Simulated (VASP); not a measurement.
Runs of VASP 6.6.1 on TaN. The structure is that of space group Fm-3m (No. 225), or close to it. The cells are those of the table. 

| task | level | potentials or basis | U | cell | k mesh | cutoff (eV) | smearing | second run | gap on the mesh (eV) | pressure (GPa) |
| --- | --- | --- | --- | --- | --- | --- | --- | --- | --- | --- |
| single point | PBE | VASP PAW PBE potentials, release 64 (Ta_pv, N) | - | a = 3.127 Å, angles 60.0°, 2 atoms | 9 × 9 × 9 | 520 | fermi-dirac 0.05 eV | - | none | -0.5 |
| single point | PBEsol | VASP PAW PBE potentials, release 64 (Ta_pv, N) | - | a = 3.127 Å, angles 60.0°, 2 atoms | 10 × 10 × 10 | 520 | fermi-dirac 0.05 eV | - | none | -8.1 |
| single point | LDA | VASP PAW LDA potentials, release 64 (Ta_pv, N) | - | a = 3.189 Å, angles 60.0°, 2 atoms | 10 × 10 × 10 | 600 | fermi-dirac 0.05 eV | - | none | -31.0 |
| single point | r2SCAN+U | VASP PAW PBE potentials, release 64 (Ta_sv_GW, N) | Ta d U = 3.0 eV | a = 3.127 Å, angles 60.0°, 2 atoms | 10 × 10 × 10 | 660 | fermi-dirac 0.05 eV | valence_matched | none | 2.6 |
| single point | LDA | VASP PAW LDA potentials, release 64 (Ta_sv_GW, N) | - | a = 3.127 Å, angles 60.0°, 2 atoms | 10 × 10 × 10 | 600 | gaussian 0.05 eV | valence_matched | none | -16.3 |
| single point | PBE | VASP PAW PBE potentials, release 64 (Ta_pv, N) | - | a = 3.063 Å, angles 60.0°, 2 atoms | 10 × 10 × 10 | 520 | fermi-dirac 0.05 eV | - | none | (b) |
| single point | PBE | VASP PAW PBE potentials, release 64 (Ta_pv, N) | - | a = 3.143, b = 3.143, c = 3.159 Å, angles 59.8, 59.8, 60.3°, 2 atoms | 9 × 9 × 9 | 520 | fermi-dirac 0.05 eV | - | none | -6.7 |
| single point | r2SCAN | VASP PAW PBE potentials, release 64 (Ta_sv_GW, N) | - | a = 3.106 Å, angles 60.0°, 2 atoms | 10 × 10 × 10 | 660 | fermi-dirac 0.05 eV | valence_matched | none | (a) |
| single point | r2SCAN | VASP PAW PBE potentials, release 64 (Ta_pv, N) | - | a = 3.127 Å, angles 60.0°, 2 atoms | 10 × 10 × 10 | 520 | fermi-dirac 0.05 eV | - | none | -4.3 |
| relaxation of cell and atoms | r2SCAN+U | VASP PAW PBE potentials, release 64 (Ta_pv, N) | Ta d U = 8.0 eV | relaxed from a = 3.127 Å, angles 60.0°, 2 atoms | 10 × 10 × 10 | 660 | fermi-dirac 0.05 eV | - | none | -0.1 |
| single point | r2SCAN | VASP PAW PBE potentials, release 64 (Ta_sv_GW, N) | - | a = 3.063 Å, angles 60.0°, 2 atoms | 10 × 10 × 10 | 660 | fermi-dirac 0.05 eV | valence_matched | none | 17.0 |
| single point | PBEsol | VASP PAW PBE potentials, release 64 (Ta_pv, N) | - | a = 3.148 Å, angles 60.0°, 2 atoms | 10 × 10 × 10 | 520 | fermi-dirac 0.05 eV | - | none | -15.8 |

Alike in all rows: no spin polarisation.

Question: Estimate the missing entries.

Answer: (a) 0.6; (b) 22.7.

Caveats: spin-orbit coupling is left out, which moves the levels of the heavy elements; the PAW data sets were made with another functional, which shifts forces and pressure a little (some runs); U without spin polarisation on a metal has little footing (some runs).

A k mesh can miss the band edges, and the runs leave out spin-orbit coupling on Ta.

A gap of «none» marks levels without a gap at the run's occupations.

The runs don't all hold the same shells in valence.
